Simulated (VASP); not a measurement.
# Na (Im-3m) in VASP: a series of runs, part 2 of 2

VASP 6.6.1. Earlier steps stand in the parts before.

## (4) Single point, r2SCAN

POSCAR reads:

```
Na
1.0
   -2.1125000000      2.1125000000      2.1125000000
    2.1125000000     -2.1125000000      2.1125000000
    2.1125000000      2.1125000000     -2.1125000000
Na
1
Direct
    0.0000000000      0.0000000000      0.0000000000
```

INCAR.step1 reads:

```
SYSTEM = Na
ALGO = Normal ; EDIFF = 1E-4
ENCUT = 520 ; GGA = PE
ISMEAR = -1 ; LASPH = .TRUE.
LCHARG = .FALSE. ; LREAL = .FALSE.
LWAVE = .TRUE. ; NBANDS = 10
NELM = 100 ; PREC = Accurate
SIGMA = 0.1
```

INCAR.step2 reads:

```
SYSTEM = Na
ALGO = Normal ; EDIFF = 1E-6
ENCUT = 520 ; ISIF = 2
ISMEAR = -1 ; ISTART = 1
LASPH = .TRUE. ; LCHARG = .FALSE.
LMIXTAU = .TRUE. ; LREAL = .FALSE.
LWAVE = .FALSE. ; METAGGA = R2SCAN
NBANDS = 10 ; NELM = 100
PREC = Accurate ; SIGMA = 0.1
```

KPOINTS reads:

```
k-points
0
G
  15 15 15
  0 0 0
```

Potentials or basis: VASP PAW PBE potentials, release 64 (Na_pv).

Command:

```sh
$ cat potpaw_PBE.64/Na_pv/POTCAR > POTCAR
$ cp INCAR.step1 INCAR
$ mpirun -np 1 vasp_std > vasp.out
$ cp INCAR.step2 INCAR
$ mpirun -np 1 vasp_std > vasp.out
```

OUTCAR:

```text
SYSTEM = Na
   EDIFF = 1E-6
   ENCUT = 520
   ISIF = 2
   ISMEAR = -1
   ISTART = 1
   LASPH = .TRUE.
   LREAL = .FALSE.
   METAGGA = R2SCAN
   NELM = 100
   PREC = Accurate

 ion  position               nearest neighbor table
   1  0.000  0.000  0.000-

  LATTYP: Found a body centered cubic cell.
 ALAT       =     4.2250000000

  Lattice vectors:

 A1 = (  -2.1125000000,   2.1125000000,   2.1125000000)
 A2 = (   2.1125000000,  -2.1125000000,   2.1125000000)
 A3 = (   2.1125000000,   2.1125000000,  -2.1125000000)

Analysis of symmetry for initial positions (statically):
=====================================================================
 Subroutine PRICEL returns:
 Original cell was already a primitive cell.

 Routine SETGRP: Setting up the symmetry group for a
 body centered cubic supercell.

 Subroutine GETGRP returns: Found 48 space group operations
 (whereof 48 operations were pure point group operations)
 out of a pool of 48 trial point group operations.

The static configuration has the point symmetry O_h .

Analysis of symmetry for dynamics (positions and initial velocities):
=====================================================================
 Subroutine PRICEL returns:
 Original cell was already a primitive cell.

 Routine SETGRP: Setting up the symmetry group for a
 body centered cubic supercell.

 Subroutine GETGRP returns: Found 48 space group operations
 (whereof 48 operations were pure point group operations)
 out of a pool of 48 trial point group operations.

The dynamic configuration has the point symmetry O_h .

 Subroutine INISYM returns: Found 48 space group operations
 (whereof 48 operations are pure point group operations),
 and found     1 'primitive' translations

----------------------------------------------------------------------------------------

                                     Primitive cell

  volume of cell :      37.7094

  direct lattice vectors                    reciprocal lattice vectors
    -2.112500000  2.112500000  2.112500000     0.000000000  0.236686391  0.236686391
     2.112500000 -2.112500000  2.112500000     0.236686391  0.000000000  0.236686391
     2.112500000  2.112500000 -2.112500000     0.236686391  0.236686391  0.000000000

  length of vectors
     3.658957331  3.658957331  3.658957331     0.334725104  0.334725104  0.334725104

  position of ions in fractional coordinates (direct lattice)
     0.000000000  0.000000000  0.000000000

  ion indices of the primitive-cell ions
   primitive index   ion index
                 1           1

----------------------------------------------------------------------------------------

 KPOINTS: k-points

Automatic generation of k-mesh.
 Grid dimensions read from file:
 generate k-points for:   15   15   15

 Generating k-lattice:

  Cartesian coordinates                     Fractional coordinates (reciprocal lattice)
     0.000000000  0.015779093  0.015779093     0.066666667  0.000000000  0.000000000
     0.015779093  0.000000000  0.015779093     0.000000000  0.066666667  0.000000000
     0.015779093  0.015779093  0.000000000     0.000000000  0.000000000  0.066666667

  Length of vectors
     0.022315007  0.022315007  0.022315007

  Shift w.r.t. Gamma in fractional coordinates (k-lattice)
     0.000000000  0.000000000  0.000000000

 Subroutine IBZKPT returns following result:
 ===========================================

 Found    120 irreducible k-points:

 Following reciprocal coordinates:
            Coordinates               Weight
  0.000000  0.000000  0.000000      1.000000
  0.066667  0.000000  0.000000     12.000000
  0.133333  0.000000  0.000000     12.000000
  0.200000  0.000000  0.000000     12.000000
  0.266667  0.000000  0.000000     12.000000
  0.333333  0.000000  0.000000     12.000000
[... 16 lines left out ...]
  0.333333  0.200000  0.000000     48.000000
  0.400000  0.200000  0.000000     24.000000
 [... further k-points ...]
   k-points           NKPTS =    120   k-points in BZ     NKDIM =    120   number of bands    NBANDS=     10
   number of dos      NEDOS =    301   number of ions     NIONS =      1
   total plane-waves  NPLWV =  21952
   dimension x,y,z NGX =    28 NGY =   28 NGZ =   28
   dimension x,y,z NGXF=    56 NGYF=   56 NGZF=   56
   ions per type =               1
   NGX,Y,Z   is equivalent  to a cutoff of  12.72, 12.72, 12.72 a.u.
   NGXF,Y,Z  is equivalent  to a cutoff of  25.44, 25.44, 25.44 a.u.
 SYSTEM =  Na
   PREC   = accura    normal or accurate (medium, high low for compatibility)
   ISTART =      1    job   : 0-new  1-cont  2-samecut
   ICHARG =      0    charge: 1-file 2-atom 10-const
   ISPIN  =      1    spin polarized calculation?
   LNONCOLLINEAR =      F non collinear calculations
   LSORBIT =      F    spin-orbit coupling
   LASPH  =      T    aspherical Exc in radial PAW
   ENCUT  =  520.0 eV  38.22 Ry    6.18 a.u.   6.80  6.80  6.80*2*pi/ulx,y,z
   NELM   =    100;   NELMIN=  2; NELMDL=  0     # of ELM steps
   EDIFF  = 0.1E-05   stopping-criterion for ELM
   LREAL  =      F    real-space projection
   EDIFFG = 0.1E-04   stopping-criterion for IOM
   NSW    =      0    number of steps for IOM
   IBRION =     -1    ionic relax: 0-MD 1-quasi-New 2-CG
   NFREE  =      0    steps in history (QN), initial steepest desc. (CG)
   ISIF   =      2    stress and relaxation
   ISYM   =      2    0-nonsym 1-usesym 2-fastsym
   POTIM  = 0.5000    time-step for ionic-motion
   TEBEG  =    0.0;   TEEND  =   0.0 temperature during run
   PSTRESS=    0.0 pullay stress
   NELECT =       7.0000    total number of electrons
   NUPDOWN=      -1.0000    fix difference up-down
   EMIN   =  10.00;   EMAX   =-10.00  energy-range for DOS
   EFERMI =   0.00;   METHOD = LEGACY
   ISMEAR =    -1;   SIGMA  =   0.10  broadening in eV -4-tet -1-fermi 0-gaus
   EFERMI_NEDOS =   21; number of points for ismear=-14 and -15
   IALGO  =     38    algorithm
   IMIX   =      4    mixing-type and parameters
     AMIX     =   0.40;   BMIX     =  1.00
     AMIX_MAG =   1.60;   BMIX_MAG =  1.00
  volume/ion in A,a.u.               =      37.71       254.48
  Fermi-wavevector in a.u.,A,eV,Ry     =   0.933879  1.764776 11.866059  0.872131
  Thomas-Fermi vector in A             =   2.060627
   LORBIT       =      0    0 simple, 1 ext, 2 COOP (PROOUT), +10 PAW based schemes
   METAGGA = R2SCAN    functional components
   LHFCALC =     F    Hartree Fock is set to
   AEXX    =    0.0000 exact exchange contribution
   IVDW    =     0    specifies the selected vdW correction
   LEPSILON=     F    determine dielectric tensor
   LRPA    =     F    only Hartree local field effects (RPA)
 non-spin polarized calculation
  energy-cutoff  :      520.00
  volume of cell :       37.71
 maximum number of plane-waves:      1036
   NGX = 13   NGY = 13   NGZ = 13

 number of electron       7.0000011 magnetization

 Free energy of the ion-electron system (eV)
  ---------------------------------------------------
  ext. energy  EPLUGINS =         0.00000000
  ---------------------------------------------------
  free energy    TOTEN  =        -3.56082374 eV

  energy without entropy =       -3.54490650  energy(sigma->0) =       -3.55286512

 E-fermi :   0.3091     XC(G=0):  -6.8709

 val. band max:        0.2900508379   @ k =  -0.3333   0.4000   0.2000
 cond. band min:       0.3602328894   @ k =   0.2667   0.1333   0.1333
 fundamental gap:      0.0701820514
 Fermi energy:         0.3090847467

 k-point     1 :       0.0000    0.0000    0.0000
  band No.  band energies     occupation
      1     -25.7261      2.00000
      2     -25.7261      2.00000
      3     -25.7259      2.00000
      4      -3.1534      2.00000
      5      12.6062      0.00000
      6      12.6067      0.00000
      7      12.6067      0.00000
      8      13.8081      0.00000
      9      13.8081      0.00000
     10      14.4157      0.00000

 k-point     2 :       0.0667    0.0000    0.0000
  band No.  band energies     occupation
      1     -25.7275      2.00000
      2     -25.7265      2.00000
      3     -25.7262      2.00000
      4      -3.0707      2.00000
      5      11.5667      0.00000
      6      12.0773      0.00000
      7      12.3558      0.00000
      8      13.1373      0.00000
      9      13.2412      0.00000
     10      14.8568      0.00000
[... 274 lines left out ...]
 k-point    24 :       0.4000    0.2000    0.0000
  band No.  band energies     occupation
      1     -25.7558      2.00000
      2     -25.7418      2.00000
      3     -25.7294      2.00000
      4       1.5209      0.00001
      5       2.2036      0.00000
      6       5.4760      0.00000
      7       9.1401      0.00000
      8      12.2418      0.00000
      9      15.1523      0.00000
     10      15.3140      0.00000

 [... further k-points ...]
[... 5 lines left out ...]
  --------------------------------------------------------------------------------------
  -------------------------------------------------------------------------------------
  Total        0.0241717      0.0241717      0.0241717      0.0000000      0.0000000      0.0000000
  in kB        1.0269921      1.0269921      1.0269921      0.0000000      0.0000000      0.0000000
  external PRESSURE =       1.0269921 kB  Pullay stress =       0.0000000 kB

 VOLUME and BASIS-vectors are now :
 -----------------------------------------------------------------------------
  energy-cutoff  :      520.00
  volume of cell :       37.71
      direct lattice vectors                 reciprocal lattice vectors
    -2.112500000  2.112500000  2.112500000     0.000000000  0.236686391  0.236686391
     2.112500000 -2.112500000  2.112500000     0.236686391  0.000000000  0.236686391
     2.112500000  2.112500000 -2.112500000     0.236686391  0.236686391  0.000000000

 POSITION                                       TOTAL-FORCE (eV/Angst)
 -----------------------------------------------------------------------------------
      0.00000      0.00000      0.00000         0.000000     -0.000000     -0.000000
 -----------------------------------------------------------------------------------
    total drift:                               -0.000000     -0.000000     -0.000000

  FREE ENERGIE OF THE ION-ELECTRON SYSTEM (eV)
  ---------------------------------------------------
  free  energy   TOTEN  =        -3.5608237393 eV

  energy  without entropy=       -3.5449064964  energy(sigma->0) =       -3.55286512
```

OSZICAR.step1:

```text
N       E                     dE             d eps       ncg     rms          rms(c)
DAV:   1     0.269882393273E+02    0.26988E+02   -0.37602E+03  2402   0.579E+02
DAV:   2    -0.753407218362E+00   -0.27742E+02   -0.27627E+02  2452   0.143E+02
DAV:   3    -0.131419302320E+01   -0.56079E+00   -0.56041E+00  2948   0.227E+01
DAV:   4    -0.131866230858E+01   -0.44693E-02   -0.44689E-02  2824   0.197E+00
DAV:   5    -0.131872695878E+01   -0.64650E-04   -0.64650E-04  2764   0.233E-01    0.204E-01
DAV:   6    -0.131837977766E+01    0.34718E-03   -0.48294E-04  2844   0.262E-01    0.137E-01
DAV:   7    -0.131813966460E+01    0.24011E-03   -0.99294E-04  2694   0.314E-01    0.158E-02
DAV:   8    -0.131813210052E+01    0.75641E-05   -0.43674E-05  1500   0.111E-01
   1 F= -.13181321E+01 E0= -.13098210E+01  d E =-.166221E-01
```

Wall time 2.7 min (1 thread of Intel Xeon 8259CL, shared host); peak memory 0.18 GiB.

What came out:

* Free energy: -3.5608 eV
* Pressure: 0.1 GPa
* Band gap on the k mesh: zero (an odd number of electrons rules out a gap without spin polarisation)

Levels at points of the mesh, in eV from the Fermi level:
| k point | band 1 | band 2 | band 3 | band 4 | band 5 | band 6 | band 7 | band 8 |
| --- | --- | --- | --- | --- | --- | --- | --- | --- |
| (0.00, 0.00, 0.00) | -26.04 | -26.04 | -26.03 | -3.46 | 12.30 | 12.30 | 12.30 | 13.50 |

Caveat: the PAW data sets were made with another functional, which shifts forces and pressure a little.

## (5) Summary

| k mesh | smearing | gap on the mesh (eV) | pressure (GPa) |
| --- | --- | --- | --- |
| 11 × 11 × 11 | methfessel-paxton 0.3 eV | none | 0.1 |
| 11 × 11 × 11 | methfessel-paxton 1 eV | none | 0.1 |
| 15 × 15 × 15 | fermi-dirac 0.1 eV | none | 0.1 |

Alike in all rows: task single point; level r2SCAN; potentials or basis VASP PAW PBE potentials, release 64 (Na_pv); no spin polarisation; cell as given; cutoff (eV) 520.

Caveats: the PAW data sets were made with another functional, which shifts forces and pressure a little; so wide a smearing shifts energies and pressures (at least some runs).

Absolute energies hang on the potentials; compare differences alone.
